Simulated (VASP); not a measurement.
# In2As2S in VASP: single point with PBE

Aim: the single point of In2As2S with PBE.

Everything below comes from runs of VASP 6.6.1. Logs are shortened: lines on timing, memory, paths and dates and some standing lists are left out, and cuts for length are marked.

### 1 The cell of the first run

The typed cell holds 5 atoms: a = 4.365 Å, b = 4.365 Å, c = 7.352 Å, α = 90.00°, β = 90.00°, γ = 120.00°.

### 2 Single point, PBE

Contents of POSCAR:

```
In2As2S
1.0
    4.3652490000      0.0000000000      0.0000000000
   -2.1826240000      3.7804190000      0.0000000000
    0.0000000000      0.0000000000      7.3523290000
As S In
2 1 2
Direct
    0.3333000000      0.6667000000      0.2583000000
    0.6667000000      0.3333000000      0.7417000000
    0.0000000000      0.0000000000      0.0000000000
    0.3333000000      0.6667000000      0.6303000000
    0.6667000000      0.3333000000      0.3697000000
```

Contents of INCAR.step1:

```
SYSTEM = In2As2S
ALGO = Normal
EDIFF = 1E-6
ENCUT = 520
GGA = PE
ISIF = 2
ISMEAR = 1
LASPH = .TRUE.
LCHARG = .TRUE.
LREAL = .FALSE.
LWAVE = .FALSE.
NBANDS = 29
NELM = 80
PREC = Accurate
SIGMA = 0.0458
```

Contents of KPOINTS.step1:

```
k-points
0
G
  9 9 5
  0 0 0
```

Contents of INCAR.step2:

```
SYSTEM = In2As2S
ALGO = Normal
EDIFF = 1E-6
ENCUT = 520
GGA = PE
ICHARG = 11
ISIF = 2
ISMEAR = -5
LASPH = .TRUE.
LCHARG = .FALSE.
LORBIT = 11
LREAL = .FALSE.
LWAVE = .FALSE.
NBANDS = 29
NEDOS = 1001
NELM = 80
PREC = Accurate
SIGMA = 0.0458
```

Contents of KPOINTS.step2:

```
k-points
0
G
  14 14 8
  0 0 0
```

Potentials or basis: VASP PAW PBE potentials, release 64 (As, S, In_d).

On the command line:

```
> cat potpaw_PBE.64/As/POTCAR potpaw_PBE.64/S/POTCAR potpaw_PBE.64/In_d/POTCAR > POTCAR
> cp INCAR.step1 INCAR
> cp KPOINTS.step1 KPOINTS
> mpirun -np 1 vasp_std > vasp.out
> cp INCAR.step2 INCAR
> cp KPOINTS.step2 KPOINTS
> mpirun -np 1 vasp_std > vasp.out
```

OUTCAR:

```text
SYSTEM = In2As2S
   EDIFF = 1E-6
   ENCUT = 520
   GGA = PE
   ICHARG = 11
   ISIF = 2
   ISMEAR = -5
   LASPH = .TRUE.
   LORBIT = 11
   LREAL = .FALSE.
   NELM = 80
   PREC = Accurate

 ion  position               nearest neighbor table
   1  0.333  0.667  0.258-   5 2.65   5 2.65   5 2.65   4 2.74
   2  0.667  0.333  0.742-   4 2.65   4 2.65   4 2.65   5 2.74
   3  0.000  0.000  0.000-
   4  0.333  0.667  0.630-   2 2.65   2 2.65   2 2.65   1 2.74   5 3.17   5 3.17   5 3.17
   5  0.667  0.333  0.370-   1 2.65   1 2.65   1 2.65   2 2.74   4 3.17   4 3.17   4 3.17

  LATTYP: Found a hexagonal cell.
 ALAT       =     4.3652490000
 C/A-ratio  =     1.6842862801

  Lattice vectors:

 A1 = (   4.3652490000,   0.0000000000,   0.0000000000)
 A2 = (  -2.1826240000,   3.7804190000,   0.0000000000)
 A3 = (   0.0000000000,   0.0000000000,   7.3523290000)

Analysis of symmetry for initial positions (statically):
=====================================================================
 Subroutine PRICEL returns:
 Original cell was already a primitive cell.

 Routine SETGRP: Setting up the symmetry group for a
 hexagonal supercell.

 Subroutine GETGRP returns: Found  4 space group operations
 (whereof  4 operations were pure point group operations)
 out of a pool of 24 trial point group operations.

The static configuration has the point symmetry C_2h.

Analysis of symmetry for dynamics (positions and initial velocities):
=====================================================================
 Subroutine PRICEL returns:
 Original cell was already a primitive cell.

 Routine SETGRP: Setting up the symmetry group for a
 hexagonal supercell.

 Subroutine GETGRP returns: Found  4 space group operations
 (whereof  4 operations were pure point group operations)
 out of a pool of 24 trial point group operations.

The dynamic configuration has the point symmetry C_2h.

 Subroutine INISYM returns: Found  4 space group operations
 (whereof  4 operations are pure point group operations),
 and found     1 'primitive' translations

----------------------------------------------------------------------------------------

                                     Primitive cell

  volume of cell :     121.3316

  direct lattice vectors                    reciprocal lattice vectors
     4.365249000  0.000000000  0.000000000     0.229082007  0.132260441  0.000000000
    -2.182624000  3.780419000  0.000000000     0.000000000  0.264520943  0.000000000
     0.000000000  0.000000000  7.352329000     0.000000000  0.000000000  0.136011324

  length of vectors
     4.365249000  4.365250891  7.352329000     0.264521058  0.264520943  0.136011324

  position of ions in fractional coordinates (direct lattice)
     0.333300000  0.666700000  0.258300000
     0.666700000  0.333300000  0.741700000
     0.000000000  0.000000000  0.000000000
     0.333300000  0.666700000  0.630300000
     0.666700000  0.333300000  0.369700000

  ion indices of the primitive-cell ions
   primitive index   ion index
                 1           1
                 2           2
                 3           3
                 4           4
                 5           5

----------------------------------------------------------------------------------------

 KPOINTS: k-points

Automatic generation of k-mesh.
 Grid dimensions read from file:
 generate k-points for:   14   14    8

 Generating k-lattice:

  Cartesian coordinates                     Fractional coordinates (reciprocal lattice)
     0.016363000  0.009447174  0.000000000     0.071428571  0.000000000  0.000000000
     0.000000000  0.018894353  0.000000000     0.000000000  0.071428571  0.000000000
     0.000000000  0.000000000  0.017001415     0.000000000  0.000000000  0.125000000

  Length of vectors
     0.018894361  0.018894353  0.017001415

  Shift w.r.t. Gamma in fractional coordinates (k-lattice)
     0.000000000  0.000000000  0.000000000

 TETIRR: Found   2352 inequivalent tetrahedra from     9408

 Subroutine IBZKPT returns following result:
 ===========================================

 Found    429 irreducible k-points:

 Following reciprocal coordinates:
            Coordinates               Weight
  0.000000  0.000000  0.000000      1.000000
  0.071429  0.000000  0.000000      4.000000
 -0.071429  0.071429  0.000000      2.000000
  0.142857  0.000000  0.000000      4.000000
 -0.142857  0.142857  0.000000      2.000000
  0.214286  0.000000  0.000000      4.000000
[... 16 lines left out ...]
 -0.285714  0.214286  0.000000      4.000000
  0.285714  0.071429  0.000000      4.000000
 [... further k-points ...]
   k-points           NKPTS =    429   k-points in BZ     NKDIM =    429   number of bands    NBANDS=     29
   number of dos      NEDOS =   1001   number of ions     NIONS =      5
   total plane-waves  NPLWV =  57344
   dimension x,y,z NGX =    32 NGY =   32 NGZ =   56
   dimension x,y,z NGXF=    64 NGYF=   64 NGZF=  112
   ions per type =               2   1   2
   NGX,Y,Z   is equivalent  to a cutoff of  12.19, 12.19, 12.66 a.u.
   NGXF,Y,Z  is equivalent  to a cutoff of  24.37, 24.37, 25.32 a.u.
 SYSTEM =  In2As2S
   PREC   = accura    normal or accurate (medium, high low for compatibility)
   ISTART =      0    job   : 0-new  1-cont  2-samecut
   ICHARG =     11    charge: 1-file 2-atom 10-const
   ISPIN  =      1    spin polarized calculation?
   LNONCOLLINEAR =      F non collinear calculations
   LSORBIT =      F    spin-orbit coupling
   LASPH  =      T    aspherical Exc in radial PAW
   ENCUT  =  520.0 eV  38.22 Ry    6.18 a.u.   8.12  8.12 13.67*2*pi/ulx,y,z
   NELM   =     80;   NELMIN=  2; NELMDL=  0     # of ELM steps
   EDIFF  = 0.1E-05   stopping-criterion for ELM
   LREAL  =      F    real-space projection
   EDIFFG = 0.1E-04   stopping-criterion for IOM
   NSW    =      0    number of steps for IOM
   IBRION =     -1    ionic relax: 0-MD 1-quasi-New 2-CG
   NFREE  =      0    steps in history (QN), initial steepest desc. (CG)
   ISIF   =      2    stress and relaxation
   ISYM   =      2    0-nonsym 1-usesym 2-fastsym
   POTIM  = 0.5000    time-step for ionic-motion
   TEBEG  =    0.0;   TEEND  =   0.0 temperature during run
   PSTRESS=    0.0 pullay stress
   NELECT =      42.0000    total number of electrons
   NUPDOWN=      -1.0000    fix difference up-down
   EMIN   =  10.00;   EMAX   =-10.00  energy-range for DOS
   EFERMI =   0.00;   METHOD = LEGACY
   ISMEAR =    -5;   SIGMA  =   0.05  broadening in eV -4-tet -1-fermi 0-gaus
   EFERMI_NEDOS =   21; number of points for ismear=-14 and -15
   IALGO  =     38    algorithm
   IMIX   =      4    mixing-type and parameters
     AMIX     =   0.40;   BMIX     =  1.00
     AMIX_MAG =   1.60;   BMIX_MAG =  1.00
  volume/ion in A,a.u.               =      24.27       163.76
  Fermi-wavevector in a.u.,A,eV,Ry     =   1.149476  2.172195 17.977316  1.321295
  Thomas-Fermi vector in A             =   2.286146
   LORBIT       =     11    0 simple, 1 ext, 2 COOP (PROOUT), +10 PAW based schemes
   GGA     = PE    functional components
   LHFCALC =     F    Hartree Fock is set to
   AEXX    =    0.0000 exact exchange contribution
   IVDW    =     0    specifies the selected vdW correction
   LEPSILON=     F    determine dielectric tensor
   LRPA    =     F    only Hartree local field effects (RPA)
 non-spin polarized calculation
 Fermi weights with tetrahedron method with Bloechl corrections
  energy-cutoff  :      520.00
  volume of cell :      121.33
 maximum number of plane-waves:      3294

 number of electron      41.9999986 magnetization

 Free energy of the ion-electron system (eV)
  ---------------------------------------------------
  ext. energy  EPLUGINS =         0.00000000
  ---------------------------------------------------
  free energy    TOTEN  =       -16.79919206 eV

  energy without entropy =      -16.79919206  energy(sigma->0) =      -16.79919206

 E-fermi :   5.2332     XC(G=0):  -9.6740

 val. band max:        5.2987787871   @ k =   0.2143  -0.2143   0.3750
 cond. band min:       5.0398484365   @ k =   0.0000   0.0000   0.2500
 fundamental gap:     -0.2589303506
 Fermi energy:         5.2332251105

 k-point     1 :       0.0000    0.0000    0.0000
  band No.  band energies     occupation
      1      -9.8359      2.00000
      2      -9.6639      2.00000
      3      -9.6637      2.00000
      4      -9.6398      2.00000
      5      -9.6398      2.00000
      6      -9.4464      2.00000
[... 21 lines left out ...]
     28       9.0279      0.00000
     29       9.1988      0.00000

 k-point     2 :       0.0714    0.0000    0.0000
  band No.  band energies     occupation
      1      -9.8338      2.00000
      2      -9.6623      2.00000
      3      -9.6600      2.00000
      4      -9.6451      2.00000
      5      -9.6353      2.00000
      6      -9.4478      2.00000
[... 21 lines left out ...]
     28       9.2443      0.00000
     29       9.2784      0.00000

 k-point     3 :      -0.0714    0.0714    0.0000
  band No.  band energies     occupation
      1      -9.8338      2.00000
      2      -9.6625      2.00000
      3      -9.6598      2.00000
      4      -9.6451      2.00000
      5      -9.6354      2.00000
      6      -9.4477      2.00000
[... 638 lines left out ...]
      5      -9.5868      2.00000
      6      -9.4700      2.00000
[... 21 lines left out ...]
     28      10.3754      0.00000
     29      10.8570      0.00000

 k-point    24 :       0.2857    0.0714    0.0000
  band No.  band energies     occupation
      1      -9.8230      2.00000
      2      -9.6850      2.00000
      3      -9.6431      2.00000
      4      -9.5900      2.00000
      5      -9.5609      2.00000
      6      -9.4845      2.00000
[... 21 lines left out ...]
     28      10.6887      0.00000
     29      11.5538      0.00000

 [... further k-points ...]

------------------------ aborting loop because EDIFF is reached ----------------------------------------

  FORCE on cell =-STRESS in cart. coord.  units (eV):
  Direction    XX          YY          ZZ          XY          YZ          ZX
  --------------------------------------------------------------------------------------
  -------------------------------------------------------------------------------------
  Total        3.2544815      3.2568081      5.6972924      0.0020117      0.0059745     -0.0103481
  in kB       42.9752580     43.0059814     75.2324488      0.0265642      0.0788933     -0.1366463
  external PRESSURE =      53.7378961 kB  Pullay stress =       0.0000000 kB

 VOLUME and BASIS-vectors are now :
 -----------------------------------------------------------------------------
  energy-cutoff  :      520.00
  volume of cell :      121.33
      direct lattice vectors                 reciprocal lattice vectors
     4.365249000  0.000000000  0.000000000     0.229082007  0.132260441  0.000000000
    -2.182624000  3.780419000  0.000000000     0.000000000  0.264520943  0.000000000
     0.000000000  0.000000000  7.352329000     0.000000000  0.000000000  0.136011324

 POSITION                                       TOTAL-FORCE (eV/Angst)
 -----------------------------------------------------------------------------------
     -0.00022      2.52041      1.89911        -0.006128      0.003538     -1.918138
      2.18284      1.26001      5.45322         0.006128     -0.003538      1.918138
      0.00000      0.00000      0.00000        -0.000000      0.000000      0.000000
     -0.00022      2.52041      4.63417         0.000272     -0.000157      1.007772
      2.18284      1.26001      2.71816        -0.000272      0.000157     -1.007772
 -----------------------------------------------------------------------------------
    total drift:                                0.000000     -0.000000      0.000000

  FREE ENERGIE OF THE ION-ELECTRON SYSTEM (eV)
  ---------------------------------------------------
  free  energy   TOTEN  =       -16.7991920600 eV

  energy  without entropy=      -16.7991920600  energy(sigma->0) =      -16.79919206

 total charge

# of ion       s       p       d       tot
------------------------------------------
    1        1.289   1.396   0.038   2.723
    2        1.289   1.396   0.038   2.723
    3        1.392   2.149   0.000   3.541
    4        0.899   0.684   9.896  11.479
    5        0.899   0.684   9.896  11.479
--------------------------------------------------
tot          5.768   6.310  19.869  31.946
```

It took 8.5 min on 1 thread of Intel Xeon 6975P-C (Granite Rapids), shared host; peak memory 1.3 GiB.

Results:

```yaml
Valence_electrons_inside_the_program's_atomic_spheres: As 2.72; S 3.54; In 11.48
```

Levels at points of the mesh, in eV from the Fermi level:
```
           k point  band 17  band 18  band 19  band 20  band 21  band 22  band 23  band 24  band 25  band 26
(0.00, 0.00, 0.00)    -1.71    -1.51    -1.51    -0.75     0.01     0.02     0.75     0.82     3.63     3.63
(0.50, 0.00, 0.00)    -3.43    -1.53    -1.52    -1.51    -0.68     0.44     0.58     3.22     3.84     4.51
(0.50, 0.50, 0.00)    -3.43    -1.53    -1.52    -1.50    -0.68     0.44     0.58     3.22     3.83     4.51
(0.00, 0.00, 0.50)    -1.40    -1.11    -0.86    -0.85    -0.70    -0.70    -0.58     2.13     3.36     3.36
(0.50, 0.00, 0.50)    -2.75    -2.61    -2.58    -1.64    -0.08     0.25     1.50     2.63     3.00     4.26
(0.50, 0.50, 0.50)    -2.75    -2.61    -2.59    -1.64    -0.08     0.25     1.49     2.63     3.00     4.26
```

Caveat: spin-orbit coupling is left out, which moves the levels of the heavy elements.
